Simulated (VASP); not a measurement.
In3SbTe2, 6 atoms in the cell. The structure is trigonal, space group P-3m1 (No. 164). Conventional cell: a = 4.420 Å, b = 4.420 Å, c = 10.718 Å, α = 90.00°, β = 90.00°, γ = 120.00°. In (site symmetry -3m) has 6 Te at 3.14 Å within 4.1 Å. In (site symmetry 3m) has 3 Sb at 3.05 Å and 3 Te at 3.16 Å within 4.0 Å. Sb (site symmetry -3m) has 6 In at 3.05 Å within 4.0 Å. Te (site symmetry 3m) has 6 In at 3.14 to 3.16 Å within 4.1 Å. 

```yaml
Program: VASP 6.6.1
Task: single point
Functional: PBE
Potentials_or_basis: VASP PAW PBE potentials, release 64 (In_d, Sb, Te)
Cutoff: 520 eV
k_mesh: 9 × 9 × 4
Occupations: gaussian, width 0.1 eV
Spin: no spin polarisation
Dipole_correction: no
Further_INCAR_settings: ALGO = Normal; EDIFF = 1e-06; NBANDS = 37
```

Potentials or basis: VASP PAW PBE potentials, release 64 (In_d, Sb, Te).

Run with:

```sh
$ cat potpaw_PBE.64/In_d/POTCAR potpaw_PBE.64/Sb/POTCAR potpaw_PBE.64/Te/POTCAR > POTCAR
$ mpirun -np 1 vasp_std > vasp.out
```

Hardware: 1 thread of Intel(R) Xeon(R) 6975P-C (Granite Rapids), with other jobs on the host.

**Question.** How long does it take, and how much memory?

**Answer.** Run time: 110 s on 1 thread of Intel(R) Xeon(R) 6975P-C (Granite Rapids) (shared host), peak memory 0.47 GiB. Counts: scf iterations 13, k points 43.
